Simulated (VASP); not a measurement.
Crystal: CuO.

```
Cu O
1.0
     4.17442    0.00000    0.33057
     0.00000    4.15212    0.00000
     1.67472    2.07606    5.36688
Cu O
4 4
Direct
  0.25000 0.25000 0.00000
  0.00000 0.50000 0.50000
  0.75000 0.75000 0.00000
  0.50000 0.00000 0.50000
  0.37500 0.87496 0.25000
  0.12500 0.62504 0.75000
  0.87500 0.37496 0.25000
  0.62500 0.12504 0.75000
```

Base run:

| Property | Result |
| --- | --- |
| Program | VASP 6.6.1 |
| Functional | PBE |
| Potentials or basis | VASP PAW PBE potentials, release 64 (Cu, O) |
| Cutoff | 520 eV |
| k mesh | 4 × 4 × 4 |
| Occupations | gaussian, width 0.05 eV |
| Spin | collinear spin |
| Starting moments | [1.0, 1.0, -1.0, -1.0, 0.0, 0.0, 0.0, 0.0] μB |
| Hubbard terms | Cu d U = 4.0 eV |

Its results: band gap on the k mesh 0.80 eV; pressure -2.9 GPa; net moment 0.00 μB per cell; site moments Cu +0.59, -0.59 (each value once); O +0.00, -0.00 (each value once) μB.

Q: The run is repeated on the same cell with these changes: further incar settings from ALGO = Normal; EDIFF = 1e-06; NBANDS = 48 to ALGO = Normal; EDIFF = 1e-07; NBANDS = 48; moments at the start from [1.0, 1.0, -1.0, -1.0, 0.0, 0.0, 0.0, 0. to [1.0, 1.0, 1.0, 1.0, 0.0, 0.0, 0.0, 0.0]. What comes out?

A: Band gap on the k mesh zero (filled and empty bands overlap); pressure -2.7 GPa; net moment 3.97 μB per cell; site moments Cu +0.64; O +0.31 μB.

Caveats: some runs use coarse meshes; semilocal functionals underestimate gaps, and a narrow one can read as zero.

A k mesh can miss the band edges.
